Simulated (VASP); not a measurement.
## HfC: single point with PBE

The system is HfC.

```xyz
2
Lattice="0.2917 2.4796 2.4796 2.4796 0.2917 2.4796 2.4796 2.4796 0.2917" Properties=species:S:1:pos:R:3 pbc="T T T"
Hf    2.6255    2.6255    2.6255
C     0.0000    0.0000    0.0000
```

This cell differs from its parent crystal: ratio of the length along [111] to the lengths across it x 1.2, volume and fractional coordinates fixed.

| Property | Result |
| --- | --- |
| Program | VASP 6.6.1 |
| Task | single point |
| Functional | PBE |
| Potentials or basis | VASP PAW PBE potentials, release 64 (Hf_pv, C) |
| Cutoff | 520 eV |
| k mesh | 20 × 20 × 20 |
| Occupations | gaussian, width 0.15 eV |
| Spin | no spin polarisation |

* Pressure: -0.1 GPa
* Band gap on the k mesh: zero (bands 7 and 8 overlap by 1.80 eV)

Stress tensor (GPa, compression positive):
```
 -0.10 -22.80 -22.80
-22.80  -0.10 -22.80
-22.80 -22.80  -0.10
```

Levels at points of the mesh, in eV from the Fermi level:
| k point | band 3 | band 4 | band 5 | band 6 | band 7 | band 8 | band 9 | band 10 | band 11 | band 12 |
| --- | --- | --- | --- | --- | --- | --- | --- | --- | --- | --- |
| (0.00, 0.00, 0.00) | -29.75 | -12.56 | -0.74 | -0.14 | 1.35 | 1.35 | 1.61 | 1.61 | 3.70 | 3.70 |
| (0.50, 0.00, 0.00) | -29.91 | -8.61 | -6.24 | -4.30 | -2.43 | 2.65 | 6.14 | 6.55 | 7.27 | 10.75 |
| (0.50, 0.50, 0.00) | -29.99 | -10.54 | -2.91 | -2.16 | -0.80 | 0.30 | 4.72 | 5.43 | 7.03 | 8.26 |
| (0.50, 0.50, 0.50) | -29.77 | -9.45 | -6.73 | -2.00 | -2.00 | 4.28 | 4.33 | 4.33 | 7.58 | 9.75 |

Run time: 7.6 min on 1 thread of Intel Xeon 8259CL, on a shared host, peak memory 0.41 GiB.

Caveat: spin-orbit coupling is left out, which moves the levels of the heavy elements.
